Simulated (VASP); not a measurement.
Here is a VASP 6.6.1 calculation.

Contents of INCAR:

```
SYSTEM = BN
  PREC = Accurate
  ENCUT = 520
  EDIFF = 1E-6
  ISMEAR = 0
  SIGMA = 0.05
  LREAL = Auto
  LASPH = .TRUE.
  NELM = 60
  ALGO = Normal
  ISIF = 2
  LWAVE = .FALSE.
  LCHARG = .TRUE.
  LDIPOL = .TRUE.
  IDIPOL = 3
  DIPOL = 0.5 0.5 0.423
  GGA = PE
  IVDW = 12
  LELF = .TRUE.
  LVHAR = .TRUE.
  LVACPOTAV = .TRUE.
  NBANDS = 96
```

Contents of KPOINTS:

```
regular mesh
0
G
  3 3 1
  0 0 0
```

Contents of POSCAR:

```
BN
1.0
    7.5193143265      0.0000000000      0.0000000000
   -3.7596571633      6.5119172258      0.0000000000
    0.0000000000      0.0000000000     22.8745245264
B N
18 18
Direct
    0.2222222222      0.1111111111      0.3497340454
    0.2222222222      0.4444444444      0.3497340454
    0.2222222222      0.7777777778      0.3497340454
    0.5555555556      0.1111111111      0.3497340454
    0.5555555556      0.4444444444      0.3497340454
    0.5555555556      0.7777777778      0.3497340454
    0.8888888889      0.1111111111      0.3497340454
    0.8888888889      0.4444444444      0.3497340454
    0.8888888889      0.7777777778      0.3497340454
    0.1118288122      0.2247618413      0.4963958099
    0.1120856036      0.5575424180      0.4962065801
    0.1118522626      0.8904624108      0.4965660854
    0.4462435196      0.2248348039      0.4963774287
    0.4454989356      0.5576514451      0.4961642609
    0.4455976911      0.8910008809      0.4963259021
    0.7788949733      0.2244562006      0.4961677357
    0.7787666902      0.5575700963      0.4961065272
    0.7787329033      0.8910113806      0.4962799787
    0.1111111111      0.2222222222      0.3497340454
    0.1111111111      0.5555555556      0.3497340454
    0.1111111111      0.8888888889      0.3497340454
    0.4444444444      0.2222222222      0.3497340454
    0.4444444444      0.5555555556      0.3497340454
    0.4444444444      0.8888888889      0.3497340454
    0.7777777778      0.2222222222      0.3497340454
    0.7777777778      0.5555555556      0.3497340454
    0.7777777778      0.8888888889      0.3497340454
    0.2232940141      0.1132810035      0.4976942777
    0.2232581159      0.4465887919      0.4959551682
    0.2232665642      0.7799107256      0.4964555010
    0.5566320036      0.1132553428      0.4962325019
    0.5566684965      0.4466249463      0.4957860910
    0.5565974653      0.7798940117      0.4962751394
    0.8899113888      0.1132492840      0.4961466874
    0.8899495210      0.4465873025      0.4961681738
    0.8899433830      0.7799110902      0.4963321504
```

Potentials or basis: VASP PAW PBE potentials, release 64 (B, N).

Run with:

```console
$ cat potpaw_PBE.64/B/POTCAR potpaw_PBE.64/N/POTCAR > POTCAR
$ mpirun -np 1 vasp_std > vasp.out
```

Task: What does it give for the dispersion energy per atom?

Result: -0.106 eV.

Task: What does it give for the largest force?

Result: 0.295 eV/Å.

Task: Estimate the band gap on the k mesh.

Result: 4.56 eV.

Forces in eV/Å, atoms in the order of the input:
```
B    0.000  0.001  0.020
B    0.001  0.002  0.021
B    0.001 -0.001  0.020
B    0.001 -0.001  0.022
B   -0.002  0.002  0.023
B    0.000 -0.001  0.019
B    0.000  0.000  0.023
B    0.001  0.001  0.020
B   -0.001  0.000  0.022
B    0.239 -0.164  0.049
B    0.005  0.069 -0.039
B    0.013  0.236  0.085
B   -0.228 -0.180  0.051
B   -0.008  0.000 -0.066
B   -0.062  0.013 -0.009
B   -0.009 -0.043 -0.042
B    0.004  0.060 -0.041
B    0.050  0.007 -0.023
N    0.001  0.000 -0.022
N   -0.001  0.001 -0.023
N    0.000  0.001 -0.020
N   -0.001 -0.001 -0.021
N    0.001  0.000 -0.025
N    0.000  0.001 -0.023
N    0.000  0.001 -0.023
N    0.001  0.001 -0.024
N    0.000  0.001 -0.023
N   -0.004  0.030 -0.175
N   -0.013  0.055  0.055
N    0.048 -0.067 -0.008
N    0.067  0.010  0.015
N    0.012  0.053  0.069
N    0.005 -0.017  0.031
N   -0.063  0.004  0.028
N   -0.004 -0.009  0.030
N   -0.053 -0.065  0.003
```
